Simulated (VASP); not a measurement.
Write the native input for VASP 6.6.1 that does the following.

* Task: single point
* Functional: PBE
* Potentials or basis: VASP PAW PBE potentials, release 64 (Li_sv, Nb_sv, O, Sr_sv)
* Cutoff: 520 eV
* k mesh: 1 × 1 × 1, shifted
* Occupations: gaussian, width 0.01 eV
* Spin: collinear spin
* Fixed moment: 1 μB
* Dipole correction: no
* Further INCAR settings: LREAL = Auto; ALGO = Normal; EDIFF = 1e-07; NBANDS = 160

The structure of SrLi8Nb7O23 (a cell with a defect) lies in POSCAR:

```
SrLi8Nb7O23
1.0
    2.5949501400      1.4981951600      4.6722232500
   -5.1899002700      2.9963903200      9.3444465000
    0.0000000000     -5.9927806400      9.3444465000
Li Nb O Sr
8 7 23 1
Direct
    0.7128731884      0.3547215312      0.3669819340
    0.1821258183      0.1241523190      0.1324723000
    0.6903968609      0.3602156043      0.8751206057
    0.2300246772      0.1084119905      0.6121352428
    0.7156269746      0.8477817217      0.3749698452
    0.2140216938      0.6080592884      0.1139492567
    0.7880223879      0.8189469320      0.8507299342
    0.2022772209      0.6171720898      0.6028395679
    0.9689972390      0.4990825201      0.4980351645
    0.5018402273      0.2458630718      0.2529311486
    0.9927648652      0.4960653495      1.0124571429
    0.9950746826      1.0100172862      0.5018935282
    0.4914649328      0.7477170490      0.2545124123
    0.9776889051      0.9914884180      1.0159961712
    0.5034784979      0.7448339085      0.7617374968
    0.2782159054      0.3169636048      0.4492085900
    0.6350872444      0.4428322921      0.1438969492
    0.8744873840      0.1402182620      0.3246370703
    0.4247546866      0.0590473266      0.3760597061
    0.8043528743      0.1940438432      0.0690554478
    0.1340687073      0.3885638115      0.2052441656
    0.2882444227      0.3172400659      0.9680278707
    0.6106559214      0.4608984097      0.6116348919
    1.0479912813      0.1393276148      0.8137512193
    0.8506637947      0.1826891607      0.5468408142
    0.0276775571      0.4331485307      0.6910360310
    0.2947313093      0.8294718545      0.4241867701
    0.6058959862      0.9760207378      0.0836163557
    0.8792068560      0.6593971946      0.3067230484
    0.3808484160      0.5757168327      0.3790682164
    0.7802818611      0.6948264578      0.0693352437
    0.1271048341      0.8948949305      0.1872312476
    0.2856543854      0.8187855144      0.9481361235
    0.6548963523      0.9379701589      0.6483993813
    0.9003933955      0.6329372628      0.8237273590
    0.3864240251      0.5709891197      0.8982710745
    0.7809977744      0.6919615505      0.5741747944
    0.1572109151      0.8835670603      0.6968342434
    0.4602247583      0.2305845076      0.7712780246
```

These files were run (other wordings do the same):

INCAR

```
SYSTEM = SrLi8Nb7O23
PREC = Accurate
ENCUT = 520
EDIFF = 1E-7
ISMEAR = 0
SIGMA = 0.01
LREAL = Auto
LASPH = .TRUE.
NELM = 150
ALGO = Normal
ISIF = 2
LWAVE = .FALSE.
LCHARG = .TRUE.
ISPIN = 2
MAGMOM = 0 0 0 0 0 0 0 0 -0.01 0 0 0 0 0 0 0.02 0 0 0 0.01 0 0 0 0.07 0.01 0.56 0 0 0 0 0 0 0.01 0.01 0 0 0.27 0.02 0
LORBIT = 11
NUPDOWN = 1.0
LMAXMIX = 4
GGA = PE
LELF = .TRUE.
LVHAR = .TRUE.
NBANDS = 160
```

KPOINTS

```
Automatic mesh
0
Gamma
  1 1 1
  0.25 0.25 0.25
```

Potentials or basis: VASP PAW PBE potentials, release 64 (Li_sv, Nb_sv, O, Sr_sv).

Command:

```bash
$ cat potpaw_PBE.64/Li_sv/POTCAR potpaw_PBE.64/Nb_sv/POTCAR potpaw_PBE.64/O/POTCAR potpaw_PBE.64/Sr_sv/POTCAR > POTCAR
$ mpirun -np 1 vasp_std > vasp.out
```

It gave:

The largest force is 0.076 eV/Å, the net moment is 1.00 μB per cell and the site moments are Li -0.00, +0.00 (each value once); Nb -0.02, -0.00, +0.00, -0.01 (each value once); O +0.02, +0.00, +0.01, +0.06, +0.49, -0.00, +0.23 (each value once); Sr +0.01 μB. The valence electrons inside the program's atomic spheres are Li 2.06, 2.08, 2.07 (each value once); Nb 10.52, 10.43, 10.48, 10.47, 10.45, 10.61 (each value once); O 5.06, 5.07, 5.10, 5.05, 5.08, 5.02, 4.95, 5.01 (each value once); Sr 8.07.

Caveat: the k points lie up to 1.14 Å⁻¹ apart, too coarse for converged energies, forces and pressures; the total moment is fixed, so each spin has its own Fermi level and the state may be an excited one.

Run time: 13 min on 1 thread of Intel(R) Xeon(R) Platinum 8259CL CPU @ 2.50GHz (Skylake/Cascade Lake) (shared host), peak memory 0.9 GiB.
